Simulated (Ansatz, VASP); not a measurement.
**Two plane-wave programs on CdS**

```
Cd S
1.0
     0.00000    2.95365    2.91000
     2.91000    0.00000    2.91000
     2.91000    2.95365    0.00000
Cd S
1 1
Direct
  0.00000 0.00000 0.00000
  0.75000 0.75000 0.75000
```

Change from the starting cell: strain +0.0150 x Voigt [0, 1, 0, 0, 0, 0], atoms carried along.

Alike in both runs: task single point; functional r2SCAN; k mesh 8 × 8 × 8; occupations gaussian, width 0.05 eV; no spin polarisation.

|  | VASP | Ansatz |
| --- | --- | --- |
| version | VASP 6.6.1 | Ansatz 0.2.0 |
| potentials or method | VASP PAW PBE potentials, release 64 (Cd, S), cutoff 520 eV | scalar-relativistic, plane waves, PAW |
| valence electrons in the cell | 18 | 26 |

Ansatz gave:

| Item | Value |
| --- | --- |
| gap on the k mesh at the Fermi level (eV) | 1.56 |
| least direct gap on the mesh (eV) | 1.56 |
| pressure (GPa) | 0.9 |
| traceless stress, the component that is largest in VASP (GPa) | -0.18 |

Q: What did VASP give for the same quantities?

A: gap on the k mesh at the Fermi level (eV): 1.56; least direct gap on the mesh (eV): 1.56; pressure (GPa): 1.2; traceless stress, the component that is largest in VASP (GPa): -0.18.

VASP's potentials were made for PBE, not for r2SCAN. VASP's potentials hold 18 valence electrons a cell and Ansatz's 26, so a difference there can come from the potentials and not from the codes.
